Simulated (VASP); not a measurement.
Here is a VASP 6.6.1 calculation.

Contents of INCAR:

```
PREC = Accurate
ENCUT = 520
EDIFF = 1E-6
ISMEAR = 0
SIGMA = 0.1
LREAL = F
LASPH = T
NELM = 60
ALGO = Normal
ISIF = 2
LWAVE = F
LCHARG = T
GGA = PE
LELF = T
LVHAR = T
NBANDS = 20
```

KPOINTS

```
Automatic mesh
0
Gamma
  6 6 2
```

Contents of POSCAR:

```
LiAl4O
1.0
    2.8678672701      0.0000000000      0.0000000000
   -1.4339336351      2.4836459106      0.0000000000
    0.0000000000      0.0000000000     13.4375255874
Li Al O
1 4 1
Direct
    0.0000000000      0.0000000000      0.5302152417
    0.6666666667      0.3333333333      0.7053798544
    0.0000000000      0.0000000000      0.8822786035
    0.0000000000      0.0000000000      0.1902638389
    0.6666666667      0.3333333333      0.3648437486
    0.6666666667      0.3333333333      0.1326227130
```

Potentials or basis: VASP PAW PBE potentials, release 64 (Li_sv, Al, O).

Run with:

```sh
$ cat potpaw_PBE.64/Li_sv/POTCAR potpaw_PBE.64/Al/POTCAR potpaw_PBE.64/O/POTCAR > POTCAR
$ mpirun -np 1 vasp_std > vasp.out
```

(1) What does it give for the largest force?

(2) Estimate the band gap on the k mesh.

Results:

(1) 0.042 eV/Å.

(2) zero (an odd number of electrons rules out a gap without spin polarisation).

Caveat: the k points lie up to 0.42 Å⁻¹ apart, too coarse for converged energies and pressures of a metal; an odd number of electrons without spin polarisation forces a metal; a magnetic or distorted state may lie lower.
